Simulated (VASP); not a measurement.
# AlNi (P4/mmm) in VASP: settings compared

Aim: see how the results for AlNi move with the level of theory and the settings. Levels: PBEsol+D3(BJ), PBEsol+D4. Tasks: single point.

Program: VASP 6.6.1. These are calculated values, not measurements. Logs are shortened: lines on timing, memory, paths and dates and some standing lists are left out, and cuts for length are marked.

## (1) The cell of the first run

The typed cell holds 2 atoms: a = 2.839 Å, b = 2.839 Å, c = 2.835 Å, α = 90.00°, β = 90.00°, γ = 90.00°.

## (2) Single point, PBEsol+D3(BJ), collinear spin, ferromagnetic start

INCAR

```
SYSTEM = AlNi
PREC = Accurate
ENCUT = 520
EDIFF = 1E-6
ISMEAR = -1
SIGMA = 0.05
LREAL = .FALSE.
LASPH = .TRUE.
NELM = 150
ALGO = Normal
ISIF = 2
LWAVE = .FALSE.
LCHARG = .TRUE.
ISPIN = 2
MAGMOM = 1 0
LORBIT = 11
LMAXMIX = 4
GGA = PS
IVDW = 12
LELF = .TRUE.
LVHAR = .TRUE.
NBANDS = 18
```

KPOINTS

```
Automatic mesh
0
G
  10 10 9
  0 0 0
```

POSCAR

```
AlNi
1.0
    2.0071807081     -2.0071394759      0.0000000000
    2.0071807081      2.0071394759      0.0000000000
    0.0000000000      0.0000000000      2.8352904190
Ni Al
1 1
Direct
    0.5000000000      0.5000000000      0.5000000000
    0.0000000000      0.0000000000      0.0000000000
```

Potentials or basis: VASP PAW PBE potentials, release 64 (Ni, Al).

The run is started by

```sh
$ cat potpaw_PBE.64/Ni/POTCAR potpaw_PBE.64/Al/POTCAR > POTCAR
$ mpirun -np 1 vasp_std > vasp.out
```

OUTCAR:

```text
SYSTEM = AlNi
   PREC = Accurate
   ENCUT = 520
   EDIFF = 1E-6
   ISMEAR = -1
   LREAL = .FALSE.
   LASPH = .TRUE.
   NELM = 150
   ISIF = 2
   ISPIN = 2
   LORBIT = 11
   GGA = PS
   IVDW = 12
 IVDW          = 12

 ion  position               nearest neighbor table
   1  0.500  0.500  0.500-   2 2.46   2 2.46   2 2.46   2 2.46   2 2.46   2 2.46   2 2.46   2 2.46

   2  0.000  0.000  0.000-   1 2.46   1 2.46   1 2.46   1 2.46   1 2.46   1 2.46   1 2.46   1 2.46

  LATTYP: Found a base centered orthorhombic cell.
 ALAT       =     4.0142789518
 B/A-ratio  =     1.0000205428
 C/A-ratio  =     0.7063012942

  Lattice vectors:

 A1 = (  -2.0071807081,  -2.0071394759,   0.0000000000)
 A2 = (   2.0071807081,  -2.0071394759,   0.0000000000)
 A3 = (   0.0000000000,   0.0000000000,   2.8352904190)

Analysis of symmetry for initial positions (statically):
=====================================================================
 Subroutine PRICEL returns:
 Original cell was already a primitive cell.

 Routine SETGRP: Setting up the symmetry group for a
 base centered orthorhombic supercell.

 Subroutine GETGRP returns: Found  8 space group operations
 (whereof  8 operations were pure point group operations)
 out of a pool of  8 trial point group operations.

The static configuration has the point symmetry D_2h.

Analysis of symmetry for dynamics (positions and initial velocities):
=====================================================================
 Subroutine PRICEL returns:
 Original cell was already a primitive cell.

 Routine SETGRP: Setting up the symmetry group for a
 base centered orthorhombic supercell.

 Subroutine GETGRP returns: Found  8 space group operations
 (whereof  8 operations were pure point group operations)
 out of a pool of  8 trial point group operations.

The dynamic configuration has the point symmetry D_2h.

Analysis of structural, dynamic, and magnetic symmetry:
=====================================================================
 Subroutine PRICEL returns:
 Original cell was already a primitive cell.

 Routine SETGRP: Setting up the symmetry group for a
 base centered orthorhombic supercell.

 Subroutine GETGRP returns: Found  8 space group operations
 (whereof  8 operations were pure point group operations)
 out of a pool of  8 trial point group operations.

The overall configuration has the point symmetry D_2h.

 Subroutine INISYM returns: Found  8 space group operations
 (whereof  8 operations are pure point group operations),
 and found     1 'primitive' translations

----------------------------------------------------------------------------------------

                                     Primitive cell

  volume of cell :      22.8450

  direct lattice vectors                    reciprocal lattice vectors
     2.007180708 -2.007139476  0.000000000     0.249105623 -0.249110740  0.000000000
     2.007180708  2.007139476  0.000000000     0.249105623  0.249110740  0.000000000
     0.000000000  0.000000000  2.835290419     0.000000000  0.000000000  0.352697556

  length of vectors
     2.838553024  2.838553024  2.835290419     0.352292168  0.352292168  0.352697556

  position of ions in fractional coordinates (direct lattice)
     0.500000000  0.500000000  0.500000000
     0.000000000  0.000000000  0.000000000

  ion indices of the primitive-cell ions
   primitive index   ion index
                 1           1
                 2           2

----------------------------------------------------------------------------------------

 KPOINTS: Automatic mesh

Automatic generation of k-mesh.
 Grid dimensions read from file:
 generate k-points for:   10   10    9

 Generating k-lattice:

  Cartesian coordinates                     Fractional coordinates (reciprocal lattice)
     0.024910562 -0.024911074  0.000000000     0.100000000  0.000000000  0.000000000
     0.024910562  0.024911074  0.000000000     0.000000000  0.100000000  0.000000000
     0.000000000  0.000000000  0.039188617     0.000000000  0.000000000  0.111111111

  Length of vectors
     0.035229217  0.035229217  0.039188617

  Shift w.r.t. Gamma in fractional coordinates (k-lattice)
     0.000000000  0.000000000  0.000000000

 Subroutine IBZKPT returns following result:
 ===========================================

 Found    155 irreducible k-points:

 Following reciprocal coordinates:
            Coordinates               Weight
  0.000000  0.000000  0.000000      1.000000
  0.100000  0.000000  0.000000      4.000000
  0.200000  0.000000  0.000000      4.000000
  0.300000  0.000000  0.000000      4.000000
  0.400000  0.000000  0.000000      4.000000
  0.500000  0.000000  0.000000      2.000000
[... 16 lines left out ...]
  0.300000  0.300000  0.000000      2.000000
  0.400000  0.300000  0.000000      4.000000
 [... further k-points ...]
   k-points           NKPTS =    155   k-points in BZ     NKDIM =    155   number of bands    NBANDS=     18
   number of dos      NEDOS =    301   number of ions     NIONS =      2
   total plane-waves  NPLWV =  13824
   dimension x,y,z NGX =    24 NGY =   24 NGZ =   24
   dimension x,y,z NGXF=    48 NGYF=   48 NGZF=   48
   ions per type =               1   1
   NGX,Y,Z   is equivalent  to a cutoff of  14.06, 14.06, 14.07 a.u.
   NGXF,Y,Z  is equivalent  to a cutoff of  28.11, 28.11, 28.14 a.u.
 SYSTEM =  AlNi
   PREC   = accura    normal or accurate (medium, high low for compatibility)
   ISTART =      0    job   : 0-new  1-cont  2-samecut
   ICHARG =      2    charge: 1-file 2-atom 10-const
   ISPIN  =      2    spin polarized calculation?
   LNONCOLLINEAR =      F non collinear calculations
   LSORBIT =      F    spin-orbit coupling
   LASPH  =      T    aspherical Exc in radial PAW
   ENCUT  =  520.0 eV  38.22 Ry    6.18 a.u.   5.28  5.28  5.27*2*pi/ulx,y,z
   NELM   =    150;   NELMIN=  2; NELMDL= -5     # of ELM steps
   EDIFF  = 0.1E-05   stopping-criterion for ELM
   LREAL  =      F    real-space projection
   EDIFFG = 0.1E-04   stopping-criterion for IOM
   NSW    =      0    number of steps for IOM
   IBRION =     -1    ionic relax: 0-MD 1-quasi-New 2-CG
   NFREE  =      0    steps in history (QN), initial steepest desc. (CG)
   ISIF   =      2    stress and relaxation
   ISYM   =      2    0-nonsym 1-usesym 2-fastsym
   POTIM  = 0.5000    time-step for ionic-motion
   TEBEG  =    0.0;   TEEND  =   0.0 temperature during run
   PSTRESS=    0.0 pullay stress
   NELECT =      13.0000    total number of electrons
   NUPDOWN=      -1.0000    fix difference up-down
   EMIN   =  10.00;   EMAX   =-10.00  energy-range for DOS
   EFERMI =   0.00;   METHOD = LEGACY
   ISMEAR =    -1;   SIGMA  =   0.05  broadening in eV -4-tet -1-fermi 0-gaus
   EFERMI_NEDOS =   21; number of points for ismear=-14 and -15
   IALGO  =     38    algorithm
   IMIX   =      4    mixing-type and parameters
     AMIX     =   0.40;   BMIX     =  1.00
     AMIX_MAG =   1.60;   BMIX_MAG =  1.00
  volume/ion in A,a.u.               =      11.42        77.08
  Fermi-wavevector in a.u.,A,eV,Ry     =   1.356622  2.563643 25.040467  1.840422
  Thomas-Fermi vector in A             =   2.483609
   LORBIT       =     11    0 simple, 1 ext, 2 COOP (PROOUT), +10 PAW based schemes
   GGA     = PS    functional components
   LHFCALC =     F    Hartree Fock is set to
   AEXX    =    0.0000 exact exchange contribution
   IVDW    =    12    specifies the selected vdW correction
   LEPSILON=     F    determine dielectric tensor
   LRPA    =     F    only Hartree local field effects (RPA)
 spin polarized calculation
  energy-cutoff  :      520.00
  volume of cell :       22.85
 maximum number of plane-waves:       630
 NGX is ok and might be reduce to    24
   NGX = 11   NGY = 11   NGZ = 11

 number of electron      12.9999997 magnetization      -0.0004662

 number of electron      12.9999997 magnetization       0.0002650

 Free energy of the ion-electron system (eV)
  ---------------------------------------------------
  ext. energy  EPLUGINS =         0.00000000
  ---------------------------------------------------
  free energy    TOTEN  =       -11.58040413 eV

  energy without entropy =      -11.57420402  energy(sigma->0) =      -11.57730407

 E-fermi :  10.5562     XC(G=0): -12.3898

 val. band max:       10.5553649339   @ k =   0.1000   0.1000   0.3333
 cond. band min:      10.5579525858   @ k =   0.3000   0.3000   0.4444
 fundamental gap:      0.0025876519
 Fermi energy:        10.5562016229

 spin component 1

 k-point     1 :       0.0000    0.0000    0.0000
  band No.  band energies     occupation
      1      -0.9583      1.00000
      2       7.0450      1.00000
      3       7.0485      1.00000
      4       8.8711      1.00000
      5       8.8712      1.00000
      6       8.8712      1.00000
[... 10 lines left out ...]
     17      34.3279      0.00000
     18      34.3542      0.00000

 k-point     2 :       0.1000    0.0000    0.0000
  band No.  band energies     occupation
      1      -0.7684      1.00000
      2       7.0321      1.00000
      3       7.0917      1.00000
      4       8.7879      1.00000
      5       8.7886      1.00000
      6       8.8802      1.00000
[... 10 lines left out ...]
     17      34.1448      0.00000
     18      35.2693      0.00000

 k-point     3 :       0.2000    0.0000    0.0000
  band No.  band energies     occupation
      1      -0.2043      1.00000
      2       6.8862      1.00000
      3       7.2141      1.00000
      4       8.5842      1.00000
      5       8.5861      1.00000
      6       8.9039      1.00000
[... 412 lines left out ...]
 k-point    23 :       0.3000    0.3000    0.0000
  band No.  band energies     occupation
      1       2.2680      1.00000
      2       6.6641      1.00000
      3       7.2270      1.00000
      4       8.0138      1.00000
      5       8.4212      1.00000
      6       8.4979      1.00000
[... 10 lines left out ...]
     17      34.8313      0.00000
     18      35.0323      0.00000

 k-point    24 :       0.4000    0.3000    0.0000
  band No.  band energies     occupation
      1       3.3644      1.00000
      2       5.9447      1.00000
      3       7.4813      1.00000
      4       7.9676      1.00000
      5       8.2953      1.00000
      6       8.5010      1.00000
[... 10 lines left out ...]
     17      33.0394      0.00000
     18      36.1434      0.00000

 [... further k-points ...]

 spin component 2

 k-point     1 :       0.0000    0.0000    0.0000
  band No.  band energies     occupation
      1      -0.9584      1.00000
      2       7.0452      1.00000
      3       7.0486      1.00000
      4       8.8712      1.00000
      5       8.8713      1.00000
      6       8.8713      1.00000
[... 10 lines left out ...]
     17      34.3278      0.00000
     18      34.3542      0.00000

 k-point     2 :       0.1000    0.0000    0.0000
  band No.  band energies     occupation
      1      -0.7684      1.00000
      2       7.0321      1.00000
      3       7.0918      1.00000
      4       8.7881      1.00000
      5       8.7887      1.00000
      6       8.8803      1.00000
[... 10 lines left out ...]
     17      34.1448      0.00000
     18      35.2679      0.00000

 k-point     3 :       0.2000    0.0000    0.0000
  band No.  band energies     occupation
      1      -0.2043      1.00000
      2       6.8862      1.00000
      3       7.2142      1.00000
      4       8.5844      1.00000
      5       8.5862      1.00000
      6       8.9040      1.00000
[... 412 lines left out ...]
 k-point    23 :       0.3000    0.3000    0.0000
  band No.  band energies     occupation
      1       2.2680      1.00000
      2       6.6642      1.00000
      3       7.2271      1.00000
      4       8.0140      1.00000
      5       8.4213      1.00000
      6       8.4981      1.00000
[... 10 lines left out ...]
     17      34.8314      0.00000
     18      35.0323      0.00000

 k-point    24 :       0.4000    0.3000    0.0000
  band No.  band energies     occupation
      1       3.3644      1.00000
      2       5.9447      1.00000
      3       7.4813      1.00000
      4       7.9677      1.00000
      5       8.2954      1.00000
      6       8.5012      1.00000
[... 10 lines left out ...]
     17      33.0394      0.00000
     18      36.1434      0.00000

 [... further k-points ...]

------------------------ aborting loop because EDIFF is reached ----------------------------------------

 Edisp (eV)   -0.85400

 E8    (eV) :    -0.5678

  FORCE on cell =-STRESS in cart. coord.  units (eV):
  Direction    XX          YY          ZZ          XY          YZ          ZX
  --------------------------------------------------------------------------------------
  -------------------------------------------------------------------------------------
  Total      -0.17806    -0.17729    -0.16580     0.00000     0.00000     0.00000
  in kB     -12.48788   -12.43408   -11.62796     0.00000     0.00000     0.00000
  external pressure =      -12.18 kB  Pullay stress =        0.00 kB

 VOLUME and BASIS-vectors are now :
 -----------------------------------------------------------------------------
  energy-cutoff  :      520.00
  volume of cell :       22.85
      direct lattice vectors                 reciprocal lattice vectors
     2.007180708 -2.007139476  0.000000000     0.249105623 -0.249110740  0.000000000
     2.007180708  2.007139476  0.000000000     0.249105623  0.249110740  0.000000000
     0.000000000  0.000000000  2.835290419     0.000000000  0.000000000  0.352697556

 POSITION                                       TOTAL-FORCE (eV/Angst)
 -----------------------------------------------------------------------------------
      2.00718      0.00000      1.41765         0.000000      0.000000      0.000000
      0.00000      0.00000      0.00000        -0.000000     -0.000000      0.000000
 -----------------------------------------------------------------------------------
    total drift:                                0.000000     -0.000000     -0.000000

  FREE ENERGIE OF THE ION-ELECTRON SYSTEM (eV)
  ---------------------------------------------------
  free  energy   TOTEN  =       -12.4344075491 eV

  energy  without entropy=      -12.4282074423  energy(sigma->0) =      -12.43130750

 total charge

# of ion       s       p       d       tot
------------------------------------------
    1        0.500   0.561   8.500   9.561
    2        0.387   0.433   0.000   0.820
--------------------------------------------------
tot          0.887   0.994   8.500  10.381

 magnetization (x)

# of ion       s       p       d       tot
------------------------------------------
    1       -0.000  -0.000   0.000   0.000
    2        0.000   0.000   0.000   0.000
--------------------------------------------------
tot          0.000   0.000   0.000   0.000
```

Wall time 49 s (1 thread of Intel Xeon 6975P-C (Granite Rapids), shared host); peak memory 0.23 GiB.

Results:

| Item | Value |
| --- | --- |
| Free energy | -12.4344 eV |
| Pressure | -1.2 GPa |
| Net moment | 0.00 μB per cell |
| Valence electrons inside the program's atomic spheres | Ni 9.56; Al 0.82 |
| Dispersion energy per atom | -0.427 eV |

Caveat: three body term missing; the PAW data sets were made with another functional, which shifts forces and pressure a little; pairwise dispersion overbinds metals, which lowers pressure and volume.

## (3) Single point, PBEsol+D4, collinear spin, ferromagnetic start

This run uses another cell than the first one, of 11.51 Å³/atom, 1.007 times its volume.

INCAR

```
SYSTEM = AlNi
  ALGO = Fast
  EDIFF = 1E-7
  ENCUT = 520
  GGA = PS
  ISIF = 2
  ISMEAR = -1
  ISPIN = 2
  IVDW = 13
  LASPH = .True.
  LCHARG = .False.
  LMAXMIX = 4
  LORBIT = 11
  LREAL = .False.
  LWAVE = .False.
  MAGMOM = 1 0
  NBANDS = 18
  NELM = 150
  PREC = Accurate
  SIGMA = 0.05
```

KPOINTS

```
k-points
0
Gamma
  10 10 9
  0 0 0
```

POSCAR

```
AlNi
1.0
    2.0115774537     -2.0116241287      0.0000000000
    2.0115774537      2.0116241287      0.0000000000
    0.0000000000      0.0000000000      2.8435374936
Ni Al
1 1
Direct
    0.5000000000      0.5000000000      0.5000000000
    0.0000000000      0.0000000000      0.0000000000
```

Potentials or basis: VASP PAW PBE potentials, release 64 (Ni, Al).

The run is started by

```sh
$ cat potpaw_PBE.64/Ni/POTCAR potpaw_PBE.64/Al/POTCAR > POTCAR
$ mpirun -np 1 vasp_std > vasp.out
```

It took 54 s on 1 thread of Intel Xeon 6975P-C (Granite Rapids), shared host; peak memory 0.21 GiB.

The run converged. Its results:

| Item | Value |
| --- | --- |
| Free energy | -12.1123 eV |
| Pressure | 0.2 GPa |
| Net moment | 0.00 μB per cell |
| Valence electrons inside the program's atomic spheres | Ni 9.55; Al 0.82 |
| Dispersion energy per atom | -0.264 eV |

Stress tensor (GPa, compression positive):
```
0.20 0.00 0.00
0.00 0.19 0.00
0.00 0.00 0.28
```

Levels at points of the mesh, in eV from the Fermi level:
Spin up:
```
           k point  band 2  band 3  band 4  band 5  band 6  band 7  band 8  band 9  band 10  band 11
(0.00, 0.00, 0.00)   -3.47   -3.47   -1.67   -1.67   -1.67    5.61    5.61    5.63     8.23     8.23
(0.50, 0.00, 0.00)   -7.05   -2.97   -2.41   -2.41   -1.57   -0.71    8.30   10.13    10.15    11.23
(0.50, 0.50, 0.00)   -3.60   -3.03   -3.03   -2.24   -2.24   -1.11    1.48    2.64    12.68    15.40
```
Spin down:
| k point | band 3 | band 4 | band 5 | band 6 | band 7 | band 8 | band 9 | band 10 |
| --- | --- | --- | --- | --- | --- | --- | --- | --- |
| (0.00, 0.00, 0.00) | -3.47 | -1.67 | -1.67 | -1.67 | 5.61 | 5.61 | 5.63 | 8.23 |
| (0.50, 0.00, 0.00) | -2.97 | -2.41 | -2.41 | -1.57 | -0.71 | 8.30 | 10.13 | 10.15 |
| (0.50, 0.50, 0.00) | -3.03 | -3.03 | -2.24 | -2.24 | -1.11 | 1.48 | 2.64 | 12.68 |

Caveat: the PAW data sets were made with another functional, which shifts forces and pressure a little; pairwise dispersion overbinds metals, which lowers pressure and volume.
